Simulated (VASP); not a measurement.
# Y (P6_3/mmc) in VASP: notebook

Y is run at these levels: PBE; tasks: single point, relaxation of the atoms.

Program: VASP 6.6.1. These are calculated values, not measurements. Logs are shortened: lines on timing, memory, paths and dates and some standing lists are left out, and cuts for length are marked.

**1. The cell of the first run**

Symmetry: P6_3/mmc, No. 194, hexagonal system. Conventional cell: a = 3.651 Å, b = 3.651 Å, c = 5.747 Å, α = 90.00°, β = 90.00°, γ = 120.00°. Y (site symmetry -6m2) has 12 Y at 3.56 to 3.65 Å within 4.7 Å.

**2. Single point, PBE**

INCAR

```
PREC = Accurate
ENCUT = 520
EDIFF = 1E-7
ISMEAR = -1
SIGMA = 0.05
LREAL = False
LASPH = True
NELM = 60
ALGO = Normal
ISIF = 2
LWAVE = False
LCHARG = False
GGA = PE
NBANDS = 18
```

KPOINTS

```
Automatic mesh
0
Gamma
  9 9 5
```

POSCAR

```
Y
1.0
    3.6514992371      0.0000000000      0.0000000000
   -1.8257496185      3.1622911012      0.0000000000
    0.0000000000      0.0000000000      5.7474000000
Y
2
Direct
    0.3333333333      0.6666666667      0.2500000000
    0.6666666667      0.3333333333      0.7500000000
```

Potentials or basis: VASP PAW PBE potentials, release 64 (Y_sv).

The run is started by

```bash
$ cat potpaw_PBE.64/Y_sv/POTCAR > POTCAR
$ mpirun -np 1 vasp_std > vasp.out
```

OUTCAR:

```text
PREC = Accurate
   ENCUT = 520
   EDIFF = 1E-7
   ISMEAR = -1
   LREAL = False
   LASPH = True
   NELM = 60
   ISIF = 2
   GGA = PE

 ion  position               nearest neighbor table
   1  0.333  0.667  0.250-   2 3.56   2 3.56   2 3.56   2 3.56   2 3.56   2 3.56
   2  0.667  0.333  0.750-   1 3.56   1 3.56   1 3.56   1 3.56   1 3.56   1 3.56

  LATTYP: Found a hexagonal cell.
 ALAT       =     3.6514992371
 C/A-ratio  =     1.5739836234

  Lattice vectors:

 A1 = (   3.6514992371,   0.0000000000,   0.0000000000)
 A2 = (  -1.8257496185,   3.1622911012,   0.0000000000)
 A3 = (   0.0000000000,   0.0000000000,   5.7474000000)

Analysis of symmetry for initial positions (statically):
=====================================================================
 Subroutine PRICEL returns:
 Original cell was already a primitive cell.

 Routine SETGRP: Setting up the symmetry group for a
 hexagonal supercell.

 Subroutine GETGRP returns: Found 24 space group operations
 (whereof 12 operations were pure point group operations)
 out of a pool of 24 trial point group operations.

The static configuration has the point symmetry D_3d.
 The point group associated with its full space group is D_6h.

Analysis of symmetry for dynamics (positions and initial velocities):
=====================================================================
 Subroutine PRICEL returns:
 Original cell was already a primitive cell.

 Routine SETGRP: Setting up the symmetry group for a
 hexagonal supercell.

 Subroutine GETGRP returns: Found 24 space group operations
 (whereof 12 operations were pure point group operations)
 out of a pool of 24 trial point group operations.

The dynamic configuration has the point symmetry D_3d.
 The point group associated with its full space group is D_6h.

 Subroutine INISYM returns: Found 24 space group operations
 (whereof 12 operations are pure point group operations),
 and found     1 'primitive' translations

----------------------------------------------------------------------------------------

                                     Primitive cell

  volume of cell :      66.3658

  direct lattice vectors                    reciprocal lattice vectors
     3.651499237  0.000000000  0.000000000     0.273860115  0.158113211  0.000000000
    -1.825749618  3.162291101  0.000000000     0.000000000  0.316226422  0.000000000
     0.000000000  0.000000000  5.747400000     0.000000000  0.000000000  0.173991718

  length of vectors
     3.651499237  3.651499237  5.747400000     0.316226422  0.316226422  0.173991718

  position of ions in fractional coordinates (direct lattice)
     0.333333333  0.666666667  0.250000000
     0.666666667  0.333333333  0.750000000

  ion indices of the primitive-cell ions
   primitive index   ion index
                 1           1
                 2           2

----------------------------------------------------------------------------------------

 KPOINTS: Automatic mesh

Automatic generation of k-mesh.
 Grid dimensions read from file:
 generate k-points for:    9    9    5

 Generating k-lattice:

  Cartesian coordinates                     Fractional coordinates (reciprocal lattice)
     0.030428902  0.017568135  0.000000000     0.111111111  0.000000000  0.000000000
     0.000000000  0.035136269  0.000000000     0.000000000  0.111111111  0.000000000
     0.000000000  0.000000000  0.034798344     0.000000000  0.000000000  0.200000000

  Length of vectors
     0.035136269  0.035136269  0.034798344

  Shift w.r.t. Gamma in fractional coordinates (k-lattice)
     0.000000000  0.000000000  0.000000000

 Subroutine IBZKPT returns following result:
 ===========================================

 Found     36 irreducible k-points:

 Following reciprocal coordinates:
            Coordinates               Weight
  0.000000  0.000000  0.000000      1.000000
  0.111111  0.000000  0.000000      6.000000
  0.222222  0.000000  0.000000      6.000000
  0.333333  0.000000  0.000000      6.000000
  0.444444  0.000000  0.000000      6.000000
  0.111111  0.111111  0.000000      6.000000
[... 16 lines left out ...]
  0.333333  0.222222  0.200000     24.000000
  0.333333  0.333333  0.200000      4.000000
 [... further k-points ...]
   k-points           NKPTS =     36   k-points in BZ     NKDIM =     36   number of bands    NBANDS=     18
   number of dos      NEDOS =    301   number of ions     NIONS =      2
   total plane-waves  NPLWV =  37632
   dimension x,y,z NGX =    28 NGY =   28 NGZ =   48
   dimension x,y,z NGXF=    56 NGYF=   56 NGZF=   96
   ions per type =               2
   NGX,Y,Z   is equivalent  to a cutoff of  12.75, 12.75, 13.88 a.u.
   NGXF,Y,Z  is equivalent  to a cutoff of  25.50, 25.50, 27.77 a.u.
 SYSTEM =  unknown system
   PREC   = accura    normal or accurate (medium, high low for compatibility)
   ISTART =      0    job   : 0-new  1-cont  2-samecut
   ICHARG =      2    charge: 1-file 2-atom 10-const
   ISPIN  =      1    spin polarized calculation?
   LNONCOLLINEAR =      F non collinear calculations
   LSORBIT =      F    spin-orbit coupling
   LASPH  =      T    aspherical Exc in radial PAW
   ENCUT  =  520.0 eV  38.22 Ry    6.18 a.u.   6.79  6.79 10.69*2*pi/ulx,y,z
   NELM   =     60;   NELMIN=  2; NELMDL= -5     # of ELM steps
   EDIFF  = 0.1E-06   stopping-criterion for ELM
   LREAL  =      F    real-space projection
   EDIFFG = 0.1E-05   stopping-criterion for IOM
   NSW    =      0    number of steps for IOM
   IBRION =     -1    ionic relax: 0-MD 1-quasi-New 2-CG
   NFREE  =      0    steps in history (QN), initial steepest desc. (CG)
   ISIF   =      2    stress and relaxation
   ISYM   =      2    0-nonsym 1-usesym 2-fastsym
   POTIM  = 0.5000    time-step for ionic-motion
   TEBEG  =    0.0;   TEEND  =   0.0 temperature during run
   PSTRESS=    0.0 pullay stress
   NELECT =      22.0000    total number of electrons
   NUPDOWN=      -1.0000    fix difference up-down
   EMIN   =  10.00;   EMAX   =-10.00  energy-range for DOS
   EFERMI =   0.00;   METHOD = LEGACY
   ISMEAR =    -1;   SIGMA  =   0.05  broadening in eV -4-tet -1-fermi 0-gaus
   EFERMI_NEDOS =   21; number of points for ismear=-14 and -15
   IALGO  =     38    algorithm
   IMIX   =      4    mixing-type and parameters
     AMIX     =   0.40;   BMIX     =  1.00
     AMIX_MAG =   1.60;   BMIX_MAG =  1.00
  volume/ion in A,a.u.               =      33.18       223.93
  Fermi-wavevector in a.u.,A,eV,Ry     =   1.133011  2.141081 17.465997  1.283715
  Thomas-Fermi vector in A             =   2.269713
   LORBIT       =      0    0 simple, 1 ext, 2 COOP (PROOUT), +10 PAW based schemes
   GGA     = PE    functional components
   LHFCALC =     F    Hartree Fock is set to
   AEXX    =    0.0000 exact exchange contribution
   IVDW    =     0    specifies the selected vdW correction
   LEPSILON=     F    determine dielectric tensor
   LRPA    =     F    only Hartree local field effects (RPA)
 non-spin polarized calculation
  energy-cutoff  :      520.00
  volume of cell :       66.37
 maximum number of plane-waves:      1805
 NGX is ok and might be reduce to    28
   NGX = 13   NGY = 13   NGZ = 21

 number of electron      22.0000001 magnetization

 Free energy of the ion-electron system (eV)
  ---------------------------------------------------
  ext. energy  EPLUGINS =         0.00000000
  ---------------------------------------------------
  free energy    TOTEN  =       -12.87902443 eV

  energy without entropy =      -12.84405723  energy(sigma->0) =      -12.86154083

 E-fermi :   2.9495     XC(G=0):  -9.3876

 val. band max:        2.9263901729   @ k =   0.4444   0.1111   0.4000
 cond. band min:       2.9748452524   @ k =   0.2222   0.1111   0.4000
 fundamental gap:      0.0484550795
 Fermi energy:         2.9495162950

 k-point     1 :       0.0000    0.0000    0.0000
  band No.  band energies     occupation
      1     -39.7621      2.00000
      2     -39.6930      2.00000
      3     -20.0229      2.00000
      4     -19.5635      2.00000
      5     -19.5635      2.00000
      6     -19.4786      2.00000
[... 10 lines left out ...]
     17       5.7335      0.00000
     18       5.7335      0.00000

 k-point     2 :       0.1111    0.0000    0.0000
  band No.  band energies     occupation
      1     -39.7564      2.00000
      2     -39.6909      2.00000
      3     -20.0019      2.00000
      4     -19.6059      2.00000
      5     -19.5778      2.00000
      6     -19.5230      2.00000
[... 10 lines left out ...]
     17       5.5025      0.00000
     18       5.5151      0.00000

 k-point     3 :       0.2222    0.0000    0.0000
  band No.  band energies     occupation
      1     -39.7411      2.00000
      2     -39.6862      2.00000
      3     -19.9443      2.00000
      4     -19.7138      2.00000
      5     -19.6313      2.00000
      6     -19.6123      2.00000
[... 10 lines left out ...]
     17       5.9233      0.00000
     18       6.1589      0.00000

 k-point     4 :       0.3333    0.0000    0.0000
  band No.  band energies     occupation
      1     -39.7222      2.00000
      2     -39.6824      2.00000
      3     -19.8650      2.00000
      4     -19.8371      2.00000
      5     -19.7480      2.00000
      6     -19.6496      2.00000
[... 375 lines left out ...]
      4     -19.8390      2.00000
      5     -19.7111      2.00000
      6     -19.6950      2.00000
[... 10 lines left out ...]
     17       7.3211      0.00000
     18       7.5599      0.00000

 k-point    23 :       0.3333    0.2222    0.2000
  band No.  band energies     occupation
      1     -39.6979      2.00000
      2     -39.6852      2.00000
      3     -19.8995      2.00000
      4     -19.8496      2.00000
      5     -19.7665      2.00000
      6     -19.6734      2.00000
[... 10 lines left out ...]
     17       7.3503      0.00000
     18       8.0840      0.00000

 k-point    24 :       0.3333    0.3333    0.2000
  band No.  band energies     occupation
      1     -39.6896      2.00000
      2     -39.6896      2.00000
      3     -19.8443      2.00000
      4     -19.8386      2.00000
      5     -19.8386      2.00000
      6     -19.6949      2.00000
[... 10 lines left out ...]
     17       7.5776      0.00000
     18       7.5776      0.00000

 [... further k-points ...]
[... 5 lines left out ...]
  --------------------------------------------------------------------------------------
  -------------------------------------------------------------------------------------
  Total       -0.1079756     -0.1079756     -0.3720275     -0.0000000      0.0000000      0.0000000
  in kB       -2.6067045     -2.6067045     -8.9813394     -0.0000000      0.0000000      0.0000000
  external PRESSURE =      -4.7315828 kB  Pullay stress =       0.0000000 kB

 VOLUME and BASIS-vectors are now :
 -----------------------------------------------------------------------------
  energy-cutoff  :      520.00
  volume of cell :       66.37
      direct lattice vectors                 reciprocal lattice vectors
     3.651499237  0.000000000  0.000000000     0.273860115  0.158113211  0.000000000
    -1.825749618  3.162291101  0.000000000     0.000000000  0.316226422  0.000000000
     0.000000000  0.000000000  5.747400000     0.000000000  0.000000000  0.173991718

 POSITION                                       TOTAL-FORCE (eV/Angst)
 -----------------------------------------------------------------------------------
     -0.00000      2.10819      1.43685         0.000000     -0.000000      0.000000
      1.82575      1.05410      4.31055        -0.000000      0.000000      0.000000
 -----------------------------------------------------------------------------------
    total drift:                                0.000000     -0.000000      0.000000

  FREE ENERGIE OF THE ION-ELECTRON SYSTEM (eV)
  ---------------------------------------------------
  free  energy   TOTEN  =       -12.8790244318 eV

  energy  without entropy=      -12.8440572275  energy(sigma->0) =      -12.86154083
```

Wall time 29 s (1 thread of Intel Xeon Platinum 8488C (Sapphire Rapids), shared host); peak memory 0.21 GiB.

What came out:

```
Free energy            : -12.8790 eV
Pressure               : -0.5 GPa
Band gap on the k mesh : zero (bands 11 and 12 overlap by 1.28 eV)
```

**3. Relaxation of the atoms, PBE**

INCAR

```
  PREC = Accurate
  ENCUT = 520
  EDIFF = 1E-6
  ISMEAR = -1
  SIGMA = 0.05
  LREAL = F
  LASPH = T
  NELM = 60
  ALGO = Normal
  ISIF = 2
  LWAVE = F
  LCHARG = F
  GGA = PE
  IBRION = 2
  NSW = 80
  EDIFFG = -0.02
```

KPOINTS

```
regular mesh
0
Gamma
  9 9 5
```

POSCAR is that of step 2.

Potentials or basis: VASP PAW PBE potentials, release 64 (Y_sv).

The run is started by

```bash
$ cat potpaw_PBE.64/Y_sv/POTCAR > POTCAR
$ mpirun -np 1 vasp_std > vasp.out
```

It took 24 s on 1 thread of Intel Xeon Platinum 8488C (Sapphire Rapids), shared host; peak memory 0.21 GiB.

The run converged. Its results:

| Property | Result |
| --- | --- |
| Free energy | -12.8790 eV |
| Pressure after relaxing | -0.5 GPa |
| Band gap on the k mesh | zero (bands 11 and 12 overlap by 1.28 eV) |

Stress tensor (GPa, compression positive):
```
-0.26  0.00  0.00
 0.00 -0.26  0.00
 0.00  0.00 -0.90
```

Final structure:
```
Y
1.0
     3.65150    0.00000    0.00000
    -1.82575    3.16229    0.00000
     0.00000    0.00000    5.74740
Y
2
Direct
  0.33333 0.66667 0.25000
  0.66667 0.33333 0.75000
```

Levels at points of the mesh, in eV from the Fermi level:
```tsv
k point	band 8	band 9	band 10	band 11	band 12	band 13	band 14	band 15
(0.00, 0.00, 0.00)	-22.40	-4.67	-1.85	0.84	1.75	1.75	2.02	2.34
```

Caveat: the relaxation stopped at its first step, so nothing moved.
